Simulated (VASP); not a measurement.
Here is a VASP 6.6.1 calculation.

INCAR

```
ALGO     = Normal         # electronic algorithm
EDIFF    = 1E-6           # SCF threshold, eV
ENCUT    = 520            # plane-wave cutoff, eV
GGA      = PE             # functional
GGA_COMPAT= False        
ISIF     = 2              # what is computed and relaxed
ISMEAR   = 0              # smearing method
LASPH    = True           # aspherical terms in the spheres
LCHARG   = True           # write CHGCAR
LNONCOLLINEAR= True           # non-collinear magnetism
LORBIT   = 11             # projections on sites
LORBMOM  = True         
LREAL    = False          # projectors in reciprocal space
LSORBIT  = True           # spin-orbit coupling
LVHAR    = True         
LWAVE    = False          # write WAVECAR
MAGMOM   = 0 0 0 0 0 0    # initial moments
NBANDS   = 20             # bands
NELM     = 150            # most SCF steps
PREC     = Accurate       # precision mode
SIGMA    = 0.01           # smearing width, eV
```

KPOINTS

```
k-points
0
Gamma
  8 8 8
```

File POSCAR:

```
BeTe
1.0
    0.0000000000      2.8286228811      2.8286228811
    2.8286228811      0.0000000000      2.8286228811
    2.8286228811      2.8286228811      0.0000000000
Be Te
1 1
Direct
    0.0000000000      0.0000000000      0.0000000000
    0.2500000000      0.2500000000      0.2500000000
```

Potentials or basis: VASP PAW PBE potentials, release 64 (Be, Te).

Command:

```sh
$ cat potpaw_PBE.64/Be/POTCAR potpaw_PBE.64/Te/POTCAR > POTCAR
$ mpirun -np 1 vasp_ncl > vasp.out
```

**Question.** Estimate the pressure.

**Answer.** 0.4 GPa.

**Question.** Predict the net moment.

**Answer.** 0.00 μB per cell.

Moments on the atoms (μB; x, y, z):
```
Be  0.00 0.00 0.00
Te  0.00 0.00 0.00
```
